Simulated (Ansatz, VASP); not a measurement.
## Two plane-wave programs on Ge

Contents of INCAR:

```
SYSTEM = Ge
ALGO = Normal ; EDIFF = 1E-7
ENCUT = 520 ; GGA = PS
ISIF = 2 ; ISMEAR = -1
LASPH = .True. ; LCHARG = .False.
LREAL = .False. ; LWAVE = .False.
NBANDS = 21 ; NELM = 60
PREC = Accurate ; SIGMA = 0.05
```

Contents of KPOINTS:

```
k-points
0
Gamma
  11 11 11
  0 0 0
```

File POSCAR:

```
Ge
1.0
   -2.4621655136      2.6150361352      1.4175264166
    2.4621655136     -2.6150361352      1.4175264166
    2.4621655136      2.6150361352     -1.4175264166
Ge
2
Direct
    0.3140570000      0.0640570000      0.2500000000
    0.6859430000      0.9359430000      0.7500000000
```

The input input.yaml:

```yaml
crystal:
  lattice:
    - [-2.4621655136, 2.6150361352, 1.4175264166]
    - [2.4621655136, -2.6150361352, 1.4175264166]
    - [2.4621655136, 2.6150361352, -1.4175264166]
  atoms:
    - { symbol: Ge, position: [0.314057, 0.064057, 0.25] }
    - { symbol: Ge, position: [0.685943, 0.935943, 0.75] }
hamiltonian:
  xc: pbesol
  pseudopotentials: { kind: paw }
kpoints:
  mp_grid: { grid: [11, 11, 11] }
scf:
  occupations: { method: fermi_dirac, width: 0.05 }
output:
  forces: true
  stress: true
  eigenvalues: true
```

Alike in both runs: task single point; functional PBEsol; k mesh 11 × 11 × 11; occupations fermi-dirac, width 0.05 eV; no spin polarisation.

|  | VASP | Ansatz |
| --- | --- | --- |
| version | VASP 6.6.1 | Ansatz 0.2.0 |
| potentials or method | VASP PAW PBE potentials, release 64 (Ge_d) | Ansatz PAW |
| plane-wave cutoff (eV) | 520 | 420 |
| valence electrons in the cell | 28 | 28 |

Ansatz gave:

```
gap on the k mesh at the Fermi level (eV)                     : none
pressure (GPa)                                                : 0.6
traceless stress, the component that is largest in VASP (GPa) : 1.25
rms of the force components (eV/Å)                            : 0.031
```

**Question.** Estimate VASP's values.

**Answer.** gap on the k mesh at the Fermi level (eV): none; pressure (GPa): 0.6; traceless stress, the component that is largest in VASP (GPa): 1.26; rms of the force components (eV/Å): 0.032.

VASP's potentials were made for PBE, not for PBEsol. Atom by atom the forces differ by 0.001 eV/Å (rms over components). A gap of «none» marks a metal or a gap that the smearing closes.
